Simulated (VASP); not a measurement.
Here is a VASP 6.6.1 calculation.

Contents of INCAR:

```
PREC     = Accurate       # precision mode
ENCUT    = 520            # plane-wave cutoff, eV
EDIFF    = 1E-6           # SCF threshold, eV
ISMEAR   = -1             # smearing method
SIGMA    = 0.05           # smearing width, eV
LREAL    = Auto         
LASPH    = T              # aspherical terms in the spheres
NELM     = 80             # most SCF steps
ALGO     = Normal         # electronic algorithm
ISIF     = 2              # what is computed and relaxed
LWAVE    = F              # write WAVECAR
LCHARG   = F              # write CHGCAR
GGA      = PE             # functional
NBANDS   = 40             # bands
```

File KPOINTS:

```
Automatic mesh
0
Gamma
  2 2 2
```

The input POSCAR:

```
Li
1.0
    6.9800000000      0.0000000000      0.0000000000
    0.0000000000      6.9800000000      0.0000000000
    0.0000000000      0.0000000000      6.9800000000
Li
17
Direct
    0.0652722063     -0.0378796562      0.0867478510
    0.4032808023     -0.0663180516     -0.0127507163
    0.0645415473      0.3865759312      0.1104871060
   -0.0017908309     -0.1258309456      0.5033237822
    0.3329083095      0.2994699140      0.3293553009
    0.7022492837      0.6396848138      0.0001575931
    0.4025501433      0.0065042980      0.6177936963
    0.7518767908      0.1859455587      0.0757449857
    0.0132234957      0.4714183381      0.5088108883
    0.3997134670      0.6513467049      0.1910171920
    0.0540401146      0.1931948424      0.7867765043
    0.5268481375      0.6013323782      0.6029369628
    0.6876647564      0.8815329513      0.2819484241
    0.7191404011      0.2549283668      0.4611318052
    0.0974355301      0.6646275072      0.7986389685
    0.7609312321      0.9494412607      0.7555587393
    0.3982091691      0.2979083095     -0.1061031519
```

Potentials or basis: VASP PAW PBE potentials, release 64 (Li_sv).

Run with:

```bash
$ cat potpaw_PBE.64/Li_sv/POTCAR > POTCAR
$ mpirun -np 1 vasp_std > vasp.out
```

(1) Predict the band gap on the k mesh.

(2) Predict the largest force.

Answers

(1) zero (an odd number of electrons rules out a gap without spin polarisation).

(2) 0.862 eV/Å.

Caveat: the k points lie up to 0.45 Å⁻¹ apart, too coarse for converged energies and pressures of a metal.
